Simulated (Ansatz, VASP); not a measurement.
Two plane-wave programs on C

```xyz
12
Lattice="1.7834 -1.7834 0.0000 1.7834 0.0000 -1.7834 7.9996 7.9996 7.9996" Properties=species:S:1:pos:R:3 pbc="T T T"
C     4.3101    0.7433    0.7433
C     0.7433    0.7433    0.7433
C     4.3101    2.5267    2.5267
C     7.8769    4.3101    4.3101
C     7.8769    2.5267    2.5267
C     7.8769    6.0935    6.0935
C     5.2018    1.6350    1.6350
C     5.2018   -0.1484   -0.1484
C     5.2018    3.4184    3.4184
C     8.7686    5.2018    5.2018
C     5.2018    5.2018    5.2018
C     1.6350   -0.1484   -0.1484
```

Alike in both runs: task single point; functional PBE; k mesh 10 × 10 × 2; occupations gaussian, width 0.05 eV; no spin polarisation.

|  | VASP | Ansatz |
| --- | --- | --- |
| version | VASP 6.6.1 | Ansatz 0.2.0 |
| potentials or method | VASP PAW PBE potentials, release 64 (C), cutoff 520 eV | scalar-relativistic, plane waves, PAW |
| valence electrons in the cell | 48 | 48 |

```tsv
	VASP	Ansatz	Ansatz less VASP
gap on the k mesh at the Fermi level (eV)	0.45	0.45	-0.001
least direct gap on the mesh (eV)	1.06	1.06	+0.001
pressure (GPa)	-3.8	-4.4	-0.59
traceless stress, the component that is largest in VASP (GPa)	-4.13	-4.11	+0.020
rms of the force components (eV/Å)	1.003	1.006	+0.0026
```

Atom by atom the forces differ by 0.007 eV/Å (rms over components). The functional is the same, so the differences come from potentials, cutoffs and numerics.
